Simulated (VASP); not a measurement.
# Sb2Pt in VASP: notebook, part 2 of 2

VASP 6.6.1. The steps go on from the part before.

## (3) Single point, PBEsol

Input file INCAR:

```
PREC = Accurate
ENCUT = 520
EDIFF = 1E-6
ISMEAR = -1
SIGMA = 0.1
LREAL = False
LASPH = True
NELM = 80
ALGO = Normal
ISIF = 2
LWAVE = False
LCHARG = False
GGA = PS
NBANDS = 52
```

Input file KPOINTS:

```
Automatic mesh
0
Gamma
  2 2 3
```

Input file POSCAR:

```
Sb2Pt
1.0
    7.2596090000      0.3670430000      0.1796830000
   -0.6078470000      6.6689250000      0.2215900000
    0.6634660000      0.3204110000      5.8857720000
Pt Sb
4 8
Direct
    0.0875463623      0.0030482070      0.7830581876
    0.3332093145      0.9374092958      0.2150661672
    0.0021008462      0.1531802617      0.2323085739
    0.6958493805      0.8637081861      0.3130861336
    0.2352035180      0.3931753292      0.8105477421
    0.0660677813      0.6840256206      0.5194850405
    0.7586336873      0.5940333193      0.9035993205
    0.7277602524      0.1573971946      0.9184472674
    0.3067203276      0.4255078494      0.2764964880
    0.4825517199      0.1510187669      0.5606172666
    0.7642532406      0.4558002857      0.3779622961
    0.4329212816      0.7735641069      0.7976887883
```

Potentials or basis: VASP PAW PBE potentials, release 64 (Pt, Sb).

On the command line:

```sh
cat potpaw_PBE.64/Pt/POTCAR potpaw_PBE.64/Sb/POTCAR > POTCAR
mpirun -np 1 vasp_std > vasp.out
```

OUTCAR:

```text
PREC = Accurate
   ENCUT = 520
   EDIFF = 1E-6
   ISMEAR = -1
   LREAL = False
   LASPH = True
   NELM = 80
   ISIF = 2
   GGA = PS

 ion  position               nearest neighbor table
   1  0.088  0.003  0.783-   6 2.76   5 2.81   8 2.88   3 2.92  12 3.00  10 3.08   2 3.33   3 3.49
                             7 3.53
   2  0.333  0.937  0.215-  12 2.80   4 2.83   3 2.85   6 2.87  10 2.89   9 3.33   1 3.33   8 3.37
                             9 3.42
   3  0.002  0.153  0.232-  11 2.82   2 2.85   4 2.86   9 2.87   8 2.91   1 2.92   5 3.12   1 3.49
                             6 3.54
   4  0.696  0.864  0.313-  11 2.80   2 2.83   3 2.86  10 2.88   8 2.92   7 3.13  12 3.22   6 3.34
[... 13 lines left out ...]
  11  0.764  0.456  0.378-   4 2.80   3 2.82  10 2.87   6 2.88   7 2.90   7 3.32   9 3.46   8 3.53
                             8 3.62
  12  0.433  0.774  0.798-  10 2.78   2 2.80   7 2.82   5 2.87   1 3.00   4 3.22   6 3.38   8 3.46
                             9 3.53

  LATTYP: Found a triclinic cell.
 ALAT       =     6.7002343809
 B/A-ratio  =     1.4463389943
 C/A-ratio  =     1.7075074209
 COS(alpha) =     0.0095033422
 COS(beta)  =     0.6503916529
 COS(gamma) =     0.6617517964

[... 628 lines left out ...]

------------------------ aborting loop because EDIFF is reached ----------------------------------------

  FORCE on cell =-STRESS in cart. coord.  units (eV):
  Direction    XX          YY          ZZ          XY          YZ          ZX
  --------------------------------------------------------------------------------------
  -------------------------------------------------------------------------------------
  Total       -1.5215488     -1.3932359     -1.6804013      0.8942835     -3.7447911      2.1607192
  in kB       -8.5544279     -7.8330290     -9.4475257      5.0278263    -21.0539055     12.1479612
  external PRESSURE =      -8.6116609 kB  Pullay stress =       0.0000000 kB

 VOLUME and BASIS-vectors are now :
 -----------------------------------------------------------------------------
  energy-cutoff  :      520.00
  volume of cell :      284.97
      direct lattice vectors                 reciprocal lattice vectors
     7.259609000  0.367043000  0.179683000     0.137488851  0.013070189 -0.016209770
    -0.607847000  6.668925000  0.221590000    -0.007378770  0.149519477 -0.007307813
     0.663466000  0.320411000  5.885772000    -0.003919511 -0.006028183  0.170671232

 POSITION                                       TOTAL-FORCE (eV/Angst)
 -----------------------------------------------------------------------------------
      1.15323      0.30336      4.62531        -0.235872      0.110462      0.210312
      1.99186      6.44272      1.53342        -0.188561     -0.046576      0.016087
      0.07627      1.09675      1.40164         0.122881      0.069412     -0.324627
      4.73431      6.11573      2.15917        -0.131004      0.242166     -0.485243
      2.00627      2.96809      4.90009        -1.343161     -1.263890      0.913685
      0.40850      4.75241      3.22102        -0.555881      2.826060     -0.271357
      5.74581      4.52954      5.58632         0.394906      0.630987      0.670090
      5.79694      1.61107      5.57141         1.742424     -1.352697      1.343008
      2.15147      3.03885      1.77680        -0.314903     -0.516246     -1.203907
      3.78329      1.36388      3.41984         0.261802     -1.488888     -1.264893
      5.52189      3.44131      2.46292         0.624528      0.189714     -0.392846
      3.20187      5.57333      4.94422        -0.377159      0.599496      0.789691
 -----------------------------------------------------------------------------------
    total drift:                                0.001040     -0.000172      0.001161

  FREE ENERGIE OF THE ION-ELECTRON SYSTEM (eV)
  ---------------------------------------------------
  free  energy   TOTEN  =       -61.0874841197 eV

  energy  without entropy=      -60.8811992072  energy(sigma->0) =      -60.98434166
```

Wall time 3.6 min (1 thread of Oxide Virtual Turin-like, shared host); peak memory 0.34 GiB.

Results:

```
Free energy            : -61.0875 eV
Pressure               : -0.9 GPa
Largest force          : 2.893 eV/Å
Band gap on the k mesh : zero (band 40 reaches 8.34 eV, above the bottom of band 41 at 8.32 eV)
```

Forces in eV/Å, atoms in the order of the input:
```
Pt  -0.236  0.110  0.210
Pt  -0.189 -0.047  0.016
Pt   0.123  0.069 -0.325
Pt  -0.131  0.242 -0.485
Sb  -1.343 -1.264  0.914
Sb  -0.556  2.826 -0.271
Sb   0.395  0.631  0.670
Sb   1.742 -1.353  1.343
Sb  -0.315 -0.516 -1.204
Sb   0.262 -1.489 -1.265
Sb   0.625  0.190 -0.393
Sb  -0.377  0.599  0.790
```

Caveat: the k points lie up to 0.47 Å⁻¹ apart; the PAW data sets were made with another functional, which shifts forces and pressure a little; spin-orbit coupling is left out, which moves the levels of the heavy elements.

## (4) Single point, PBEsol

Input file INCAR:

```
PREC = Accurate
ENCUT = 520
EDIFF = 1E-6
ISMEAR = -1
SIGMA = 0.1
LREAL = F
LASPH = T
NELM = 60
ALGO = Normal
ISIF = 2
LWAVE = F
LCHARG = T
GGA = PS
LELF = T
LVHAR = T
NBANDS = 52
```

Input file KPOINTS:

```
regular mesh
0
Gamma
  2 2 3
```

Input file POSCAR:

```
Sb2Pt
1.0
    7.2596090000      0.3670430000      0.1796830000
   -0.6078470000      6.6689250000      0.2215900000
    0.6634660000      0.3204110000      5.8857720000
Pt Sb
4 8
Direct
    0.0899797045      0.0003043130      0.7829105076
    0.3338950607      0.9371278667      0.2124792754
    0.0017139894      0.1548446373      0.2340450840
    0.6950927843      0.8649021686      0.3153429952
    0.2362554609      0.3894311913      0.8104112515
    0.0679927960      0.6869240413      0.5189890727
    0.7535573721      0.5950423922      0.9024439117
    0.7331442537      0.1561568646      0.9176217906
    0.3045599545      0.4242538344      0.2778412665
    0.4802700517      0.1493620745      0.5608976179
    0.7638686499      0.4581381452      0.3755658489
    0.4312980921      0.7754814583      0.7990561185
```

On the command line:

```sh
cat potpaw_PBE.64/Pt/POTCAR potpaw_PBE.64/Sb/POTCAR > POTCAR
mpirun -np 1 vasp_std > vasp.out
```

Run time: 4.7 min. Hardware: 1 thread of Oxide Virtual Turin-like, shared host; peak memory 0.34 GiB.

Results (log left out):

| Property | Result |
| --- | --- |
| Free energy | -61.2111 eV |
| Pressure | -0.7 GPa |
| Largest force | 2.731 eV/Å |

Forces in eV/Å, atoms in the order of the input:
```
Pt  -0.260  0.171  0.281
Pt  -0.231 -0.015  0.068
Pt   0.113  0.045 -0.345
Pt  -0.122  0.259 -0.531
Sb  -1.439 -1.007  0.976
Sb  -0.685  2.634 -0.231
Sb   0.640  0.512  0.613
Sb   1.644 -1.300  1.260
Sb  -0.302 -0.529 -1.230
Sb   0.537 -1.350 -1.361
Sb   0.603  0.149 -0.298
Sb  -0.499  0.431  0.799
```

Stress tensor (GPa, compression positive):
```
-0.75  0.14  1.04
 0.14 -0.49 -1.90
 1.04 -1.90 -0.94
```

Levels at points of the mesh, in eV from the Fermi level:
```
           k point  band 38  band 39  band 40  band 41  band 42  band 43
(0.00, 0.00, 0.00)    -0.75    -0.72    -0.37     0.03     0.49     0.87
(0.50, 0.00, 0.00)    -0.80    -0.47    -0.02     0.18     0.47     0.68
(0.00, 0.50, 0.00)    -0.59    -0.24    -0.20     0.03     0.58     1.08
(0.50, 0.50, 0.00)    -0.78    -0.53    -0.26     0.09     0.35     0.84
```

Caveat: the k points lie up to 0.47 Å⁻¹ apart; the PAW data sets were made with another functional, which shifts forces and pressure a little; spin-orbit coupling is left out, which moves the levels of the heavy elements.
